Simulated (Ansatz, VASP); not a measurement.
# Two plane-wave programs on SiC

```
CELL_PARAMETERS angstrom
0.00000 6.53700 6.53700
6.53700 0.00000 6.53700
6.53700 6.53700 0.00000
ATOMIC_POSITIONS crystal
Si 0.00000 0.00000 0.00000
Si 0.00000 0.00000 0.33333
Si 0.00000 0.00000 0.66667
Si 0.00000 0.33333 0.00000
Si 0.00000 0.33333 0.33333
Si 0.00000 0.33333 0.66667
Si 0.00000 0.66667 0.00000
Si 0.00000 0.66667 0.33333
Si 0.00000 0.66667 0.66667
Si 0.33333 0.00000 0.00000
Si 0.33333 0.00000 0.33333
Si 0.33333 0.00000 0.66667
Si 0.33333 0.33333 0.00000
Si 0.33333 0.33333 0.33333
Si 0.33333 0.33333 0.66667
Si 0.33333 0.66667 0.00000
Si 0.33333 0.66667 0.33333
Si 0.33333 0.66667 0.66667
Si 0.66667 0.00000 0.00000
Si 0.66667 0.00000 0.33333
Si 0.66667 0.00000 0.66667
Si 0.66667 0.33333 0.00000
Si 0.66667 0.33333 0.33333
Si 0.66667 0.33333 0.66667
Si 0.66667 0.66667 0.00000
Si 0.66667 0.66667 0.33333
Si 0.66667 0.66667 0.66667
C 0.08333 0.08333 0.08333
C 0.08333 0.08333 0.41667
C 0.08333 0.08333 0.75000
C 0.08333 0.41667 0.08333
C 0.08333 0.41667 0.41667
C 0.08333 0.41667 0.75000
C 0.08333 0.75000 0.08333
C 0.08333 0.75000 0.41667
C 0.08333 0.75000 0.75000
C 0.41667 0.08333 0.08333
C 0.41667 0.08333 0.41667
C 0.41667 0.08333 0.75000
C 0.41667 0.41667 0.08333
C 0.41667 0.41667 0.41667
C 0.41667 0.41667 0.75000
C 0.41667 0.75000 0.08333
C 0.41667 0.75000 0.41667
C 0.41667 0.75000 0.75000
C 0.75000 0.08333 0.08333
C 0.75000 0.08333 0.41667
C 0.75000 0.08333 0.75000
C 0.75000 0.41667 0.08333
C 0.75000 0.41667 0.41667
C 0.75000 0.41667 0.75000
C 0.75000 0.75000 0.08333
C 0.75000 0.75000 0.41667
C 0.75000 0.75000 0.75000
```

Alike in both runs: task single point; functional PBE; k mesh 2 × 2 × 2; occupations gaussian, width 0.05 eV; no spin polarisation.

|  | VASP | Ansatz |
| --- | --- | --- |
| version | VASP 6.6.1 | Ansatz 0.2.0 |
| potentials or method | VASP PAW PBE potentials, release 64 (Si, C), cutoff 520 eV | scalar-relativistic, plane waves, PAW |
| valence electrons in the cell | 216 | 216 |

|  | VASP | Ansatz | Ansatz less VASP |
| --- | --- | --- | --- |
| gap on the k mesh at the Fermi level (eV) | 1.35 | 1.35 | +0.003 |

Ansatz's warnings: structure snapped to symmetry.
